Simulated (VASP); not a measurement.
# Yb (Fm-3m) in VASP: single point with PBE

Aim: the single point of Yb with PBE.

Everything below comes from runs of VASP 6.6.1. Logs are shortened: lines on timing, memory, paths and dates and some standing lists are left out, and cuts for length are marked.

**1. The cell of the first run**

The structure is cubic, space group Fm-3m (No. 225). Conventional cell: a = 5.225 Å, b = 5.225 Å, c = 5.225 Å, α = 90.00°, β = 90.00°, γ = 90.00°. Yb (site symmetry m-3m) has 12 Yb at 3.69 Å within 4.9 Å.

**2. Single point, PBE**

Contents of INCAR:

```
SYSTEM = Yb
PREC = Accurate ; ENCUT = 520
EDIFF = 1E-7 ; ISMEAR = -1
SIGMA = 0.05 ; LREAL = .FALSE.
LASPH = .TRUE. ; NELM = 100
ALGO = Normal ; ISIF = 2
LWAVE = .FALSE. ; LCHARG = .FALSE.
GGA = PE ; NBANDS = 18
```

Contents of KPOINTS:

```
regular mesh
0
G
  16 16 16
  0 0 0
```

Contents of POSCAR:

```
Yb
1.0
    0.0000000000      2.6123942337      2.6123942337
    2.6123942337      0.0000000000      2.6123942337
    2.6123942337      2.6123942337      0.0000000000
Yb
1
Direct
    0.0000000000      0.0000000000      0.0000000000
```

Potentials or basis: VASP PAW PBE potentials, release 64 (Yb).

Command:

```bash
$ cat potpaw_PBE.64/Yb/POTCAR > POTCAR
$ mpirun -np 1 vasp_std > vasp.out
```

OUTCAR:

```text
SYSTEM = Yb
   PREC = Accurate
   ENCUT = 520
   EDIFF = 1E-7
   ISMEAR = -1
   LREAL = .FALSE.
   LASPH = .TRUE.
   NELM = 100
   ISIF = 2
   GGA = PE

 ion  position               nearest neighbor table
   1  0.000  0.000  0.000-

  LATTYP: Found a face centered cubic cell.
 ALAT       =     5.2247884674

  Lattice vectors:

 A1 = (   0.0000000000,   2.6123942337,   2.6123942337)
 A2 = (   2.6123942337,   0.0000000000,   2.6123942337)
 A3 = (   2.6123942337,   2.6123942337,   0.0000000000)

Analysis of symmetry for initial positions (statically):
=====================================================================
 Subroutine PRICEL returns:
 Original cell was already a primitive cell.

 Routine SETGRP: Setting up the symmetry group for a
 face centered cubic supercell.

 Subroutine GETGRP returns: Found 48 space group operations
 (whereof 48 operations were pure point group operations)
 out of a pool of 48 trial point group operations.

The static configuration has the point symmetry O_h .

Analysis of symmetry for dynamics (positions and initial velocities):
=====================================================================
 Subroutine PRICEL returns:
 Original cell was already a primitive cell.

 Routine SETGRP: Setting up the symmetry group for a
 face centered cubic supercell.

 Subroutine GETGRP returns: Found 48 space group operations
 (whereof 48 operations were pure point group operations)
 out of a pool of 48 trial point group operations.

The dynamic configuration has the point symmetry O_h .

 Subroutine INISYM returns: Found 48 space group operations
 (whereof 48 operations are pure point group operations),
 and found     1 'primitive' translations

----------------------------------------------------------------------------------------

                                     Primitive cell

  volume of cell :      35.6571

  direct lattice vectors                    reciprocal lattice vectors
     0.000000000  2.612394234  2.612394234    -0.191395308  0.191395308  0.191395308
     2.612394234  0.000000000  2.612394234     0.191395308 -0.191395308  0.191395308
     2.612394234  2.612394234  0.000000000     0.191395308  0.191395308 -0.191395308

  length of vectors
     3.694483356  3.694483356  3.694483356     0.331506398  0.331506398  0.331506398

  position of ions in fractional coordinates (direct lattice)
     0.000000000  0.000000000  0.000000000

  ion indices of the primitive-cell ions
   primitive index   ion index
                 1           1

----------------------------------------------------------------------------------------

 KPOINTS: regular mesh

Automatic generation of k-mesh.
 Grid dimensions read from file:
 generate k-points for:   16   16   16

 Generating k-lattice:

  Cartesian coordinates                     Fractional coordinates (reciprocal lattice)
    -0.011962207  0.011962207  0.011962207     0.062500000  0.000000000  0.000000000
     0.011962207 -0.011962207  0.011962207     0.000000000  0.062500000  0.000000000
     0.011962207  0.011962207 -0.011962207     0.000000000  0.000000000  0.062500000

  Length of vectors
     0.020719150  0.020719150  0.020719150

  Shift w.r.t. Gamma in fractional coordinates (k-lattice)
     0.000000000  0.000000000  0.000000000

 Subroutine IBZKPT returns following result:
 ===========================================

 Found    145 irreducible k-points:

 Following reciprocal coordinates:
            Coordinates               Weight
  0.000000  0.000000  0.000000      1.000000
  0.062500  0.000000  0.000000      8.000000
  0.125000  0.000000  0.000000      8.000000
  0.187500  0.000000  0.000000      8.000000
  0.250000  0.000000  0.000000      8.000000
  0.312500  0.000000  0.000000      8.000000
[... 16 lines left out ...]
 -0.125000  0.062500  0.000000     24.000000
 -0.062500  0.062500  0.000000     12.000000
 [... further k-points ...]
   k-points           NKPTS =    145   k-points in BZ     NKDIM =    145   number of bands    NBANDS=     18
   number of dos      NEDOS =    301   number of ions     NIONS =      1
   total plane-waves  NPLWV =  21952
   dimension x,y,z NGX =    28 NGY =   28 NGZ =   28
   dimension x,y,z NGXF=    56 NGYF=   56 NGZF=   56
   ions per type =               1
   NGX,Y,Z   is equivalent  to a cutoff of  12.60, 12.60, 12.60 a.u.
   NGXF,Y,Z  is equivalent  to a cutoff of  25.20, 25.20, 25.20 a.u.
 SYSTEM =  Yb
   PREC   = accura    normal or accurate (medium, high low for compatibility)
   ISTART =      0    job   : 0-new  1-cont  2-samecut
   ICHARG =      2    charge: 1-file 2-atom 10-const
   ISPIN  =      1    spin polarized calculation?
   LNONCOLLINEAR =      F non collinear calculations
   LSORBIT =      F    spin-orbit coupling
   LASPH  =      T    aspherical Exc in radial PAW
   ENCUT  =  520.0 eV  38.22 Ry    6.18 a.u.   6.87  6.87  6.87*2*pi/ulx,y,z
   NELM   =    100;   NELMIN=  2; NELMDL= -5     # of ELM steps
   EDIFF  = 0.1E-06   stopping-criterion for ELM
   LREAL  =      F    real-space projection
   EDIFFG = 0.1E-05   stopping-criterion for IOM
   NSW    =      0    number of steps for IOM
   IBRION =     -1    ionic relax: 0-MD 1-quasi-New 2-CG
   NFREE  =      0    steps in history (QN), initial steepest desc. (CG)
   ISIF   =      2    stress and relaxation
   ISYM   =      2    0-nonsym 1-usesym 2-fastsym
   POTIM  = 0.5000    time-step for ionic-motion
   TEBEG  =    0.0;   TEEND  =   0.0 temperature during run
   PSTRESS=    0.0 pullay stress
   NELECT =      24.0000    total number of electrons
   NUPDOWN=      -1.0000    fix difference up-down
   EMIN   =  10.00;   EMAX   =-10.00  energy-range for DOS
   EFERMI =   0.00;   METHOD = LEGACY
   ISMEAR =    -1;   SIGMA  =   0.05  broadening in eV -4-tet -1-fermi 0-gaus
   EFERMI_NEDOS =   21; number of points for ismear=-14 and -15
   IALGO  =     38    algorithm
   IMIX   =      4    mixing-type and parameters
     AMIX     =   0.40;   BMIX     =  1.00
     AMIX_MAG =   1.60;   BMIX_MAG =  1.00
  volume/ion in A,a.u.               =      35.66       240.63
  Fermi-wavevector in a.u.,A,eV,Ry     =   1.434707  2.711203 28.006014  2.058384
  Thomas-Fermi vector in A             =   2.554086
   LORBIT       =      0    0 simple, 1 ext, 2 COOP (PROOUT), +10 PAW based schemes
   GGA     = PE    functional components
   LHFCALC =     F    Hartree Fock is set to
   AEXX    =    0.0000 exact exchange contribution
   IVDW    =     0    specifies the selected vdW correction
   LEPSILON=     F    determine dielectric tensor
   LRPA    =     F    only Hartree local field effects (RPA)
 non-spin polarized calculation
  energy-cutoff  :      520.00
  volume of cell :       35.66
 maximum number of plane-waves:       982
   NGX = 13   NGY = 13   NGZ = 13

 number of electron      24.0000013 magnetization

 Free energy of the ion-electron system (eV)
  ---------------------------------------------------
  ext. energy  EPLUGINS =         0.00000000
  ---------------------------------------------------
  free energy    TOTEN  =        -3.57196723 eV

  energy without entropy =       -3.55978280  energy(sigma->0) =       -3.56587502

 E-fermi :   1.6365     XC(G=0):  -9.4759

 val. band max:        1.6312611744   @ k =  -0.3750   0.3125   0.0625
 cond. band min:       1.6717386644   @ k =  -0.4375   0.2500   0.0000
 fundamental gap:      0.0404774900
 Fermi energy:         1.6364900900

 k-point     1 :       0.0000    0.0000    0.0000
  band No.  band energies     occupation
      1     -50.1073      2.00000
      2     -22.2907      2.00000
      3     -22.2907      2.00000
      4     -22.2907      2.00000
      5      -3.5751      2.00000
      6       1.1379      1.99991
[... 10 lines left out ...]
     17       6.6202      0.00000
     18      11.1536      0.00000

 k-point     2 :       0.0625    0.0000    0.0000
  band No.  band energies     occupation
      1     -50.1066      2.00000
      2     -22.3045      2.00000
      3     -22.2925      2.00000
      4     -22.2925      2.00000
      5      -3.4833      2.00000
      6       1.1388      1.99990
[... 10 lines left out ...]
     17       6.5599      0.00000
     18      11.3808      0.00000

 k-point     3 :       0.1250    0.0000    0.0000
  band No.  band energies     occupation
      1     -50.1048      2.00000
      2     -22.3435      2.00000
      3     -22.2977      2.00000
      4     -22.2977      2.00000
      5      -3.2137      2.00000
      6       1.1416      1.99990
[... 10 lines left out ...]
     17       6.4328      0.00000
     18      11.8914      0.00000

 k-point     4 :       0.1875    0.0000    0.0000
  band No.  band energies     occupation
      1     -50.1020      2.00000
      2     -22.4012      2.00000
      3     -22.3054      2.00000
      4     -22.3054      2.00000
      5      -2.7846      2.00000
      6       1.1469      1.99989
[... 10 lines left out ...]
     17       6.3846      0.00000
     18      11.4440      0.00000

 k-point     5 :       0.2500    0.0000    0.0000
  band No.  band energies     occupation
      1     -50.0987      2.00000
      2     -22.4683      2.00000
      3     -22.3145      2.00000
      4     -22.3145      2.00000
      5      -2.2280      2.00000
      6       1.1552      1.99987
[... 10 lines left out ...]
     17       6.5712      0.00000
     18      10.7232      0.00000

 k-point     6 :       0.3125    0.0000    0.0000
  band No.  band energies     occupation
      1     -50.0955      2.00000
      2     -22.5344      2.00000
      3     -22.3235      2.00000
      4     -22.3235      2.00000
      5      -1.5942      2.00000
      6       1.1656      1.99984
[... 307 lines left out ...]
 k-point    21 :      -0.2500    0.0625    0.0000
  band No.  band energies     occupation
      1     -50.0972      2.00000
      2     -22.4913      2.00000
      3     -22.3316      2.00000
      4     -22.3138      2.00000
      5      -1.9480      2.00000
      6       1.1598      1.99986
[... 10 lines left out ...]
     17       7.0864      0.00000
     18      10.6732      0.00000

 k-point    22 :      -0.1875    0.0625    0.0000
  band No.  band energies     occupation
      1     -50.1005      2.00000
      2     -22.4259      2.00000
      3     -22.3212      2.00000
      4     -22.3047      2.00000
      5      -2.5353      2.00000
      6       1.1505      1.99988
[... 10 lines left out ...]
     17       6.7522      0.00000
     18      11.3676      0.00000

 k-point    23 :      -0.1250    0.0625    0.0000
  band No.  band energies     occupation
      1     -50.1034      2.00000
      2     -22.3667      2.00000
      3     -22.3106      2.00000
      4     -22.2975      2.00000
      5      -3.0088      2.00000
      6       1.1440      1.99989
[... 10 lines left out ...]
     17       6.6178      0.00000
     18      12.0718      0.00000

 k-point    24 :      -0.0625    0.0625    0.0000
  band No.  band energies     occupation
      1     -50.1056      2.00000
      2     -22.3238      2.00000
      3     -22.3005      2.00000
      4     -22.2932      2.00000
      5      -3.3321      2.00000
      6       1.1404      1.99990
[... 10 lines left out ...]
     17       6.6043      0.00000
     18      11.7329      0.00000

 [... further k-points ...]

------------------------ aborting loop because EDIFF is reached ----------------------------------------

  FORCE on cell =-STRESS in cart. coord.  units (eV):
  Direction    XX          YY          ZZ          XY          YZ          ZX
  --------------------------------------------------------------------------------------
  -------------------------------------------------------------------------------------
  Total       -0.0158912     -0.0158912     -0.0158912     -0.0000000     -0.0000000     -0.0000000
  in kB       -0.7140380     -0.7140380     -0.7140380     -0.0000000     -0.0000000     -0.0000000
  external PRESSURE =      -0.7140380 kB  Pullay stress =       0.0000000 kB

 VOLUME and BASIS-vectors are now :
 -----------------------------------------------------------------------------
  energy-cutoff  :      520.00
  volume of cell :       35.66
      direct lattice vectors                 reciprocal lattice vectors
     0.000000000  2.612394234  2.612394234    -0.191395308  0.191395308  0.191395308
     2.612394234  0.000000000  2.612394234     0.191395308 -0.191395308  0.191395308
     2.612394234  2.612394234  0.000000000     0.191395308  0.191395308 -0.191395308

 POSITION                                       TOTAL-FORCE (eV/Angst)
 -----------------------------------------------------------------------------------
      0.00000      0.00000      0.00000         0.000000      0.000000     -0.000000
 -----------------------------------------------------------------------------------
    total drift:                               -0.000000     -0.000000     -0.000000

  FREE ENERGIE OF THE ION-ELECTRON SYSTEM (eV)
  ---------------------------------------------------
  free  energy   TOTEN  =        -3.5719672326 eV

  energy  without entropy=       -3.5597828007  energy(sigma->0) =       -3.56587502
```

Run time: 3.2 min. Hardware: 1 thread of Intel Xeon Platinum 8259CL at 2.50GHz (Skylake/Cascade Lake), shared host; peak memory 0.24 GiB.

Results:

```
Free energy            : -3.5720 eV
Pressure               : -0.1 GPa
Band gap on the k mesh : zero (filled and empty bands touch)
```

Caveat: spin-orbit coupling is left out, which moves the levels of the heavy elements. Spin polarisation is off, so any magnetic state and its effect on volume and gap are missing.

The gap in the log of VASP goes by the Fermi energy; the results here count the filled bands.